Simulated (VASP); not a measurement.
Wanted: the native input for a VASP 6.6.1 run.

```
Task                   : single point
Functional             : LDA
Potentials or basis    : VASP PAW LDA potentials, release 64 (N)
Cutoff                 : 520 eV
k mesh                 : 15 × 15 × 8
Occupations            : gaussian, width 0.15 eV
Spin                   : no spin polarisation
Dipole correction      : no
Further INCAR settings : ALGO = Normal; EDIFF = 1e-06; NBANDS = 12
```

The structure of N lies in POSCAR:

```
N
1.0
    3.7741617156      0.0000000000      0.0000000000
   -1.8870808578      3.2685199237      0.0000000000
    0.0000000000      0.0000000000      6.3612000000
N
2
Direct
    0.3333333333      0.6666666667      0.2500000000
    0.6666666667      0.3333333333      0.7500000000
```

This cell differs from its parent crystal: strain +0.040 along x and y, +0.080 along z.

These files were run (other wordings do the same):

INCAR

```
PREC = Accurate
ENCUT = 520
EDIFF = 1E-6
ISMEAR = 0
SIGMA = 0.15
LREAL = F
LASPH = T
NELM = 60
ALGO = Normal
ISIF = 2
LWAVE = F
LCHARG = F
GGA = CA
NBANDS = 12
```

KPOINTS

```
Automatic mesh
0
Gamma
  15 15 8
```

Potentials or basis: VASP PAW LDA potentials, release 64 (N).

Command:

```sh
$ cat potpaw_LDA.64/N/POTCAR > POTCAR
$ mpirun -np 1 vasp_std > vasp.out
```

It gave:

The pressure is -5.8 GPa. The band gap on the k mesh is zero (bands 5 and 6 overlap by 0.59 eV).

Caveat: the cell differs from its parent crystal (strain +0.040 along x and y, +0.080 along z); the cell stands under tension.

Wall time 80 s on 1 thread of AMD EPYC 7R13 (shared host), peak memory 0.19 GiB.
